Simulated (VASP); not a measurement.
# Zr3S2 (R32) in VASP: a series of runs

Aim: see how the results for Zr3S2 move with the level of theory and the settings. Levels: r2SCAN, PBEsol. Tasks: relaxation of cell and atoms, single point.

All numbers are computed with VASP 6.6.1; they aren't measurements. Logs are shortened: lines on timing, memory, paths and dates and some standing lists are left out, and cuts for length are marked.

### Step 1. The cell of the first run

It takes space group R32 (No. 155, trigonal). The conventional cell has a = 5.805 Å, b = 5.805 Å, c = 10.463 Å, α = 90.00°, β = 90.00°, γ = 120.00°. Zr (site symmetry 2) has 4 S at 2.61 to 2.62 Å and 8 Zr at 3.32 to 3.49 Å within 3.5 Å. Within 3.5 Å of S (site symmetry 3) lie 6 Zr at 2.61 to 2.62 Å and 4 S at 3.35 to 3.45 Å.

### Step 2. Relaxation of cell and atoms, r2SCAN

POSCAR reads:

```
Zr3S2
1.0
    2.9025379727      1.6757810799      3.4877732718
   -2.9025379727      1.6757810799      3.4877732718
    0.0000000000     -3.3515621597      3.4877732718
Zr S
3 2
Direct
    0.8387270000      0.5000000000      0.1612730000
    0.5000000000      0.1612730000      0.8387270000
    0.1612730000      0.8387270000      0.5000000000
    0.6650230000      0.6650230000      0.6650230000
    0.3349770000      0.3349770000      0.3349770000
```

INCAR.step1 reads:

```
SYSTEM = Zr3S2
PREC     = Accurate       ! precision mode
ENCUT    = 550            ! plane-wave cutoff, eV
ISMEAR   = -1             ! smearing method
SIGMA    = 0.05           ! smearing width, eV
LREAL    = .False.        ! projectors in reciprocal space
LASPH    = .True.         ! aspherical terms in the spheres
NELM     = 120            ! most SCF steps
GGA      = PE             ! functional
ALGO     = Normal         ! electronic algorithm
EDIFF    = 1E-5           ! SCF threshold, eV
LWAVE    = .True.         ! write WAVECAR
LCHARG   = .False.        ! write CHGCAR
GGA_COMPAT= .False.      
IBRION   = 2              ! ionic algorithm
ISIF     = 3              ! what is computed and relaxed
EDIFFG   = -0.005         ! ionic threshold
NELMIN   = 4            
NSW      = 100            ! ionic steps
```

INCAR.step2 reads:

```
SYSTEM = Zr3S2
PREC     = Accurate       ! precision mode
ENCUT    = 550            ! plane-wave cutoff, eV
EDIFF    = 1E-7           ! SCF threshold, eV
ISMEAR   = -1             ! smearing method
SIGMA    = 0.05           ! smearing width, eV
LREAL    = .False.        ! projectors in reciprocal space
LASPH    = .True.         ! aspherical terms in the spheres
NELM     = 120            ! most SCF steps
ALGO     = Normal         ! electronic algorithm
ISIF     = 3              ! what is computed and relaxed
LWAVE    = .False.        ! write WAVECAR
LCHARG   = .False.        ! write CHGCAR
METAGGA  = R2SCAN         ! meta-GGA
LMIXTAU  = .True.       
IBRION   = 2              ! ionic algorithm
NSW      = 60             ! ionic steps
EDIFFG   = -0.01          ! ionic threshold
ISTART   = 1            
GGA_COMPAT= .False.      
NELMIN   = 4
```

KPOINTS reads:

```
regular mesh
0
Gamma
  6 6 6
  0 0 0
```

Potentials or basis: VASP PAW PBE potentials, release 64 (Zr_sv, S).

The run is started by

```bash
> cat potpaw_PBE.64/Zr_sv/POTCAR potpaw_PBE.64/S/POTCAR > POTCAR
> cp INCAR.step1 INCAR
> mpirun -np 1 vasp_std > vasp.out
> cp INCAR.step2 INCAR
> mpirun -np 1 vasp_std > vasp.out
```

OUTCAR:

```text
SYSTEM = Zr3S2
   PREC = Accurate
   ENCUT = 550
   EDIFF = 1E-7
   ISMEAR = -1
   LREAL = .False.
   LASPH = .True.
   NELM = 120
   ISIF = 3
   METAGGA = R2SCAN
   IBRION = 2
   NSW = 60
   EDIFFG = -0.01
   ISTART = 1
   NELMIN = 4

 ion  position               nearest neighbor table
   1  0.839  0.500  0.161-   4 2.61   5 2.61   4 2.62   5 2.62   3 3.32   3 3.32   2 3.32   2 3.32
                             2 3.41   3 3.41   3 3.49   2 3.49
   2  0.500  0.161  0.839-   5 2.61   4 2.61   5 2.62   4 2.62   3 3.32   3 3.32   1 3.32   1 3.32
                             1 3.41   3 3.41   3 3.49   1 3.49
   3  0.161  0.839  0.500-   4 2.61   5 2.61   4 2.62   5 2.62   2 3.32   1 3.32   1 3.32   2 3.32
                             1 3.41   2 3.41   1 3.49   2 3.49
   4  0.665  0.665  0.665-   1 2.61   2 2.61   3 2.61   1 2.62   3 2.62   2 2.62
   5  0.335  0.335  0.335-   2 2.61   1 2.61   3 2.61   2 2.62   3 2.62   1 2.62

  LATTYP: Found a trigonal (rhomboedric) cell.
 ALAT       =     4.8370994724
 COS(alpha) =     0.2798619160

  Lattice vectors:

 A1 = (   2.9025379727,   1.6757810799,   3.4877732718)
 A2 = (  -2.9025379727,   1.6757810799,   3.4877732718)
 A3 = (   0.0000000000,  -3.3515621597,   3.4877732718)

Analysis of symmetry for initial positions (statically):
=====================================================================
 Subroutine PRICEL returns:
 Original cell was already a primitive cell.

 Routine SETGRP: Setting up the symmetry group for a
 trigonal (rhombohedral) supercell.

 Subroutine GETGRP returns: Found  6 space group operations
 (whereof  6 operations were pure point group operations)
 out of a pool of 12 trial point group operations.

The static configuration has the point symmetry D_3 .

Analysis of symmetry for dynamics (positions and initial velocities):
=====================================================================
 Subroutine PRICEL returns:
 Original cell was already a primitive cell.

 Routine SETGRP: Setting up the symmetry group for a
 trigonal (rhombohedral) supercell.

 Subroutine GETGRP returns: Found  6 space group operations
 (whereof  6 operations were pure point group operations)
 out of a pool of 12 trial point group operations.

The dynamic configuration has the point symmetry D_3 .

 Subroutine INISYM returns: Found  6 space group operations
 (whereof  6 operations are pure point group operations),
 and found     1 'primitive' translations

----------------------------------------------------------------------------------------

                                     Primitive cell

  volume of cell :     101.7876

  direct lattice vectors                    reciprocal lattice vectors
     2.902537973  1.675781080  3.487773272     0.172263035  0.099456110  0.095571962
    -2.902537973  1.675781080  3.487773272    -0.172263035  0.099456110  0.095571962
     0.000000000 -3.351562160  3.487773272     0.000000000 -0.198912219  0.095571962

  length of vectors
     4.837099472  4.837099472  4.837099472     0.220680925  0.220680925  0.220680925

  position of ions in fractional coordinates (direct lattice)
     0.838727000  0.500000000  0.161273000
     0.500000000  0.161273000  0.838727000
     0.161273000  0.838727000  0.500000000
     0.665023000  0.665023000  0.665023000
     0.334977000  0.334977000  0.334977000

  ion indices of the primitive-cell ions
   primitive index   ion index
                 1           1
                 2           2
                 3           3
                 4           4
                 5           5

----------------------------------------------------------------------------------------

 KPOINTS: regular mesh

Automatic generation of k-mesh.
 Grid dimensions read from file:
 generate k-points for:    6    6    6

 Generating k-lattice:

  Cartesian coordinates                     Fractional coordinates (reciprocal lattice)
     0.028710506  0.016576018  0.015928660     0.166666667 -0.000000000  0.000000000
    -0.028710506  0.016576018  0.015928660    -0.000000000  0.166666667  0.000000000
     0.000000000 -0.033152037  0.015928660    -0.000000000 -0.000000000  0.166666667

  Length of vectors
     0.036780154  0.036780154  0.036780154

  Shift w.r.t. Gamma in fractional coordinates (k-lattice)
     0.000000000  0.000000000  0.000000000

 Subroutine IBZKPT returns following result:
 ===========================================

 Found     32 irreducible k-points:

 Following reciprocal coordinates:
            Coordinates               Weight
  0.000000  0.000000  0.000000      1.000000
  0.166667 -0.000000 -0.000000      6.000000
  0.333333 -0.000000 -0.000000      6.000000
  0.500000  0.000000 -0.000000      3.000000
  0.166667  0.166667 -0.000000      6.000000
  0.333333  0.166667  0.000000     12.000000
[... 16 lines left out ...]
  0.500000  0.500000  0.166667      6.000000
 -0.333333  0.500000  0.166667     12.000000
 [... further k-points ...]
   k-points           NKPTS =     32   k-points in BZ     NKDIM =     32   number of bands    NBANDS=     28
   number of dos      NEDOS =    301   number of ions     NIONS =      5
   total plane-waves  NPLWV =  64000
   dimension x,y,z NGX =    40 NGY =   40 NGZ =   40
   dimension x,y,z NGXF=    80 NGYF=   80 NGZF=   80
   ions per type =               3   2
   NGX,Y,Z   is equivalent  to a cutoff of  13.75, 13.75, 13.75 a.u.
   NGXF,Y,Z  is equivalent  to a cutoff of  27.50, 27.50, 27.50 a.u.
 SYSTEM =  Zr3S2
   PREC   = accura    normal or accurate (medium, high low for compatibility)
   ISTART =      1    job   : 0-new  1-cont  2-samecut
   ICHARG =      0    charge: 1-file 2-atom 10-const
   ISPIN  =      1    spin polarized calculation?
   LNONCOLLINEAR =      F non collinear calculations
   LSORBIT =      F    spin-orbit coupling
   LASPH  =      T    aspherical Exc in radial PAW
   ENCUT  =  550.0 eV  40.42 Ry    6.36 a.u.   9.25  9.25  9.25*2*pi/ulx,y,z
   NELM   =    120;   NELMIN=  4; NELMDL=  0     # of ELM steps
   EDIFF  = 0.1E-06   stopping-criterion for ELM
   LREAL  =      F    real-space projection
   EDIFFG = -.1E-01   stopping-criterion for IOM
   NSW    =     60    number of steps for IOM
   IBRION =      2    ionic relax: 0-MD 1-quasi-New 2-CG
   NFREE  =      1    steps in history (QN), initial steepest desc. (CG)
   ISIF   =      3    stress and relaxation
   ISYM   =      2    0-nonsym 1-usesym 2-fastsym
   POTIM  = 0.5000    time-step for ionic-motion
   TEBEG  =    0.0;   TEEND  =   0.0 temperature during run
   PSTRESS=    0.0 pullay stress
   NELECT =      48.0000    total number of electrons
   NUPDOWN=      -1.0000    fix difference up-down
   EMIN   =  10.00;   EMAX   =-10.00  energy-range for DOS
   EFERMI =   0.00;   METHOD = LEGACY
   ISMEAR =    -1;   SIGMA  =   0.05  broadening in eV -4-tet -1-fermi 0-gaus
   EFERMI_NEDOS =   21; number of points for ismear=-14 and -15
   IALGO  =     38    algorithm
   IMIX   =      4    mixing-type and parameters
     AMIX     =   0.40;   BMIX     =  1.00
     AMIX_MAG =   1.60;   BMIX_MAG =  1.00
  volume/ion in A,a.u.               =      20.36       137.38
  Fermi-wavevector in a.u.,A,eV,Ry     =   1.274257  2.407996 22.092199  1.623731
  Thomas-Fermi vector in A             =   2.407035
   LORBIT       =      0    0 simple, 1 ext, 2 COOP (PROOUT), +10 PAW based schemes
   METAGGA = R2SCAN    functional components
   LHFCALC =     F    Hartree Fock is set to
   AEXX    =    0.0000 exact exchange contribution
   IVDW    =     0    specifies the selected vdW correction
   LEPSILON=     F    determine dielectric tensor
   LRPA    =     F    only Hartree local field effects (RPA)
 conjugate gradient relaxation of ions
 non-spin polarized calculation
  energy-cutoff  :      550.00
  volume of cell :      101.79
 maximum number of plane-waves:      3007
 NGX is ok and might be reduce to    40
   NGX = 19   NGY = 19   NGZ = 19

--------------------------------------- Ionic step        1  -------------------------------------------

 number of electron      47.9999999 magnetization

 Free energy of the ion-electron system (eV)
  ---------------------------------------------------
  ext. energy  EPLUGINS =         0.00000000
  ---------------------------------------------------
  free energy    TOTEN  =       -90.42922276 eV

  energy without entropy =      -90.41441881  energy(sigma->0) =      -90.42182078

------------------------ aborting loop because EDIFF is reached ----------------------------------------

  FORCE on cell =-STRESS in cart. coord.  units (eV):
  Direction    XX          YY          ZZ          XY          YZ          ZX
  --------------------------------------------------------------------------------------
  -------------------------------------------------------------------------------------
  Total       -0.6939643     -0.6939643     -0.1430092      0.0000000     -0.0000000      0.0000000
  in kB      -10.9232792    -10.9232792     -2.2510221      0.0000000     -0.0000000      0.0000000
  external PRESSURE =      -8.0325269 kB  Pullay stress =       0.0000000 kB
[... 219 lines left out ...]
  energy  without entropy=      -90.4184399157  energy(sigma->0) =      -90.42562706

--------------------------------------- Ionic step        7  -------------------------------------------

 number of electron      47.9999999 magnetization

 Free energy of the ion-electron system (eV)
  ---------------------------------------------------
  ext. energy  EPLUGINS =         0.00000000
  ---------------------------------------------------
  free energy    TOTEN  =       -90.43283002 eV

  energy without entropy =      -90.41848713  energy(sigma->0) =      -90.42565857

 E-fermi :   8.9976     XC(G=0): -11.6496

 val. band max:        8.9680754901   @ k =   0.5000   0.5000  -0.0000
 cond. band min:       9.0013934209   @ k =   0.3333  -0.0000  -0.0000
 fundamental gap:      0.0333179309
 Fermi energy:         8.9976309067

 k-point     1 :       0.0000    0.0000    0.0000
  band No.  band energies     occupation
      1     -41.8398      2.00000
      2     -41.7512      2.00000
      3     -41.7512      2.00000
      4     -19.3152      2.00000
      5     -19.3152      2.00000
      6     -19.3125      2.00000
[... 733 lines left out ...]
     27      10.7309      0.00000
     28      11.1090      0.00000

 [... further k-points ...]

------------------------ aborting loop because EDIFF is reached ----------------------------------------

  FORCE on cell =-STRESS in cart. coord.  units (eV):
  Direction    XX          YY          ZZ          XY          YZ          ZX
  --------------------------------------------------------------------------------------
  -------------------------------------------------------------------------------------
  Total       -0.0071093     -0.0071093     -0.0002098      0.0000000     -0.0000000      0.0000000
  in kB       -0.1126256     -0.1126256     -0.0033235      0.0000000     -0.0000000      0.0000000
  external PRESSURE =      -0.0761916 kB  Pullay stress =       0.0000000 kB
[... 20 lines left out ...]
  FREE ENERGIE OF THE ION-ELECTRON SYSTEM (eV)
  ---------------------------------------------------
  free  energy   TOTEN  =       -90.4328300160 eV

  energy  without entropy=      -90.4184871318  energy(sigma->0) =      -90.42565857

 reached required accuracy - stopping structural energy minimisation
```

It took 17 min on 1 thread of Intel Xeon 6975P-C (Granite Rapids), shared host; peak memory 0.32 GiB.

What came out:

* Free energy: -90.4328 eV
* Relaxed volume: 20.23 Å³/atom
* Relaxed cell: a = 4.834 Å, b = 4.834 Å, c = 4.834 Å, α = 73.40°, β = 73.40°, γ = 73.40°
* Space group after relaxing (to 0.1 Å): R32 (No. 155)
* Energy gained by relaxing: 0.7 meV/atom
* Ionic steps: 7
* Pressure after relaxing: 0.0 GPa
* Largest force after relaxing: 0.005 eV/Å
* Band gap on the k mesh: zero (bands 24 and 25 overlap by 0.24 eV)

Forces in eV/Å, atoms in the order of the input:
```
Zr   0.003  0.004  0.000
Zr   0.003 -0.004  0.000
Zr  -0.005  0.000  0.000
S    0.000  0.000 -0.002
S    0.000  0.000  0.002
```

The path:
| step | energy change (eV) | largest force (eV/Å) | pressure (GPa) | volume (Å³) |
| --- | --- | --- | --- | --- |
| 1 | 0.0000 | 0.0778 | -0.80 | 101.79 |
| 2 | -0.0006 | 0.0314 | 1.08 | 100.29 |
| 3 | -0.0028 | 0.0264 | 0.18 | 100.99 |
| 4 | -0.0036 | 0.0068 | 0.03 | 101.11 |
| 5 | -0.0036 | 0.0114 | 0.00 | 101.13 |
| 6 | -0.0036 | 0.0121 | 0.00 | 101.14 |
| 7 | -0.0036 | 0.0050 | -0.01 | 101.14 |

Final structure:
```
Zr S
1.0
     2.88888    1.66790    3.49826
    -2.88888    1.66790    3.49826
     0.00000   -3.33580    3.49826
Zr S
3 2
Direct
  0.83820 0.50000 0.16180
  0.50000 0.16180 0.83820
  0.16180 0.83820 0.50000
  0.66474 0.66474 0.66474
  0.33526 0.33526 0.33526
```

Caveat: the PAW data sets were made with another functional, which shifts forces and pressure a little.

[end of part 1 of 2]

The gap in the log of VASP goes by the Fermi energy; the results here count the filled bands.